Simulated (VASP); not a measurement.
**CuO: single point with PBE+U**

The system is CuO.

```
Cu O
1.0
     2.32450   -1.71910    0.00000
     2.32450    1.71910    0.00000
    -0.77922    0.00000    5.12814
Cu O
2 2
Direct
  0.00000 0.50000 0.00000
  0.50000 0.00000 0.50000
  0.58300 0.41700 0.25000
  0.41700 0.58300 0.75000
```

* Program: VASP 6.6.1
* Task: single point
* Functional: PBE
* Potentials or basis: VASP PAW PBE potentials, release 64 (Cu, O)
* Cutoff: 520 eV
* k mesh: 7 × 7 × 4
* Occupations: fermi-dirac, width 0.1 eV
* Spin: collinear spin
* Starting moments: [0.65, -0.65, 0.0, 0.0] μB
* Hubbard terms: Cu d U = 4.0 eV

```yaml
Pressure: 2.2 GPa
Largest_force: 0.224 eV/Å
Band_gap_on_the_k_mesh: 0.56 eV (least direct gap 0.85 eV)
Net_moment: 0.00 μB per cell
Site_moments: Cu +0.57, -0.57; O +0.00 μB
Valence_electrons_inside_the_program's_atomic_spheres: Cu 9.91; O 4.98
```

Forces on the atoms (eV/Å):
```
Cu   0.000  0.000  0.000
Cu   0.000  0.000  0.000
O    0.000  0.224  0.000
O    0.000 -0.224  0.000
```

Stress tensor (GPa, compression positive):
```
 3.35  0.00 -1.18
 0.00  3.07  0.00
-1.18  0.00  0.22
```

Levels at points of the mesh, in eV from the valence-band top:
Spin up:
| k point | band 15 | band 16 | band 17 | band 18 | band 19 | band 20 |
| --- | --- | --- | --- | --- | --- | --- |
| (0.00, 0.00, 0.00) | -2.14 | -1.96 | 0.00 | 1.83 | 2.00 | 6.71 |
| (0.00, 0.00, 0.50) | -1.51 | -1.45 | -0.34 | 1.57 | 4.30 | 4.39 |
Spin down:
| k point | band 14 | band 15 | band 16 | band 17 | band 18 | band 19 | band 20 | band 21 |
| --- | --- | --- | --- | --- | --- | --- | --- | --- |
| (0.00, 0.00, 0.00) | -2.32 | -2.14 | -1.96 | 0.00 | 1.83 | 2.00 | 6.71 | 8.47 |
| (0.00, 0.00, 0.50) | -2.91 | -1.51 | -1.45 | -0.34 | 1.57 | 4.30 | 4.39 | 11.97 |

Eigenvalues of the final occupation matrices:
```csv
site,spin,trace,eigenvalues
site 1 d,1,4.88,0.95 0.97 0.97 0.98 1.01
site 1 d,2,4.30,0.42 0.95 0.97 0.97 0.98
site 2 d,1,4.30,0.42 0.95 0.97 0.97 0.98
site 2 d,2,4.88,0.95 0.97 0.97 0.98 1.01
```

Wall time 3.1 min on 1 thread of Intel Xeon 8259CL, with other jobs on the host, peak memory 0.24 GiB.

Caveat: an odd mesh through Γ misses points on the zone boundary, where band edges can lie.
